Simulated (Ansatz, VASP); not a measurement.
**CdS: VASP beside Ansatz**

INCAR

```
SYSTEM = CdS
PREC = Accurate ; ENCUT = 520
EDIFF = 1E-6 ; ISMEAR = 0
SIGMA = 0.01 ; LREAL = .FALSE.
LASPH = .TRUE. ; NELM = 60
ALGO = Normal ; ISIF = 2
LWAVE = .FALSE. ; LCHARG = .FALSE.
GGA = PS ; NBANDS = 26
```

File KPOINTS:

```
Automatic mesh
0
G
  12 12 6
  0 0 0
```

Contents of POSCAR:

```
CdS
1.0
    4.1244802128      0.0000000000      0.0000000000
   -2.0622401064      3.5719046417      0.0000000000
    0.0000000000      0.0000000000      6.7094702297
Cd S
2 2
Direct
    0.3333333333      0.6666666667     -0.0090682328
    0.6666666667      0.3333333333      0.4909317672
    0.3333333333      0.6666666667      0.3860682328
    0.6666666667      0.3333333333      0.8860682328
```

Input for Ansatz:

```yaml
crystal:
  lattice:
    - [4.1244802128, 0.0, 0.0]
    - [-2.0622401064, 3.5719046417, 0.0]
    - [0.0, 0.0, 6.7094702297]
  atoms:
    - { symbol: Cd, position: [0.3333333333, 0.6666666667, -0.0090682328] }
    - { symbol: Cd, position: [0.6666666667, 0.3333333333, 0.4909317672] }
    - { symbol: S, position: [0.3333333333, 0.6666666667, 0.3860682328] }
    - { symbol: S, position: [0.6666666667, 0.3333333333, 0.8860682328] }
basis:
  ecutwfc: 420
  xc_grid: 2
kpoints:
  mp_grid: { grid: [12, 12, 6] }
hamiltonian:
  xc: pbesol
  pseudopotentials: { kind: paw, azcp: { folder: soft_1 } }
scf:
  occupations: { method: fixed }
output:
  forces: true
  stress: true
  eigenvalues: true
  polarization: {}
```

Change from the starting cell: polar distortion scaled by 0.85.

Alike in both runs: task single point; functional PBEsol; k mesh 12 × 12 × 6; no spin polarisation.

|  | VASP | Ansatz |
| --- | --- | --- |
| version | VASP 6.6.1 | Ansatz 0.2.0 |
| potentials or method | VASP PAW PBE potentials, release 64 (Cd, S), cutoff 520 eV | scalar-relativistic, plane waves, PAW |
| occupations | gaussian, width 0.01 eV | fixed |
| valence electrons in the cell | 36 | 52 |

```csv
,VASP,Ansatz,Ansatz less VASP
gap on the k mesh at the Fermi level (eV),1.15,1.14,-0.006
least direct gap on the mesh (eV),1.15,1.14,-0.006
pressure (GPa),0.7,0.3,-0.40
"traceless stress, the component that is largest in VASP (GPa)",-2.57,-2.46,+0.108
rms of the force components (eV/Å),0.265,0.256,-0.0083
```

VASP's potentials were made for PBE, not for PBEsol, and Ansatz warns of the same on its side. Atom by atom the forces differ by 0.008 eV/Å (rms over components). VASP's potentials hold 36 valence electrons a cell and Ansatz's 52, so a difference there can come from the potentials and not from the codes.
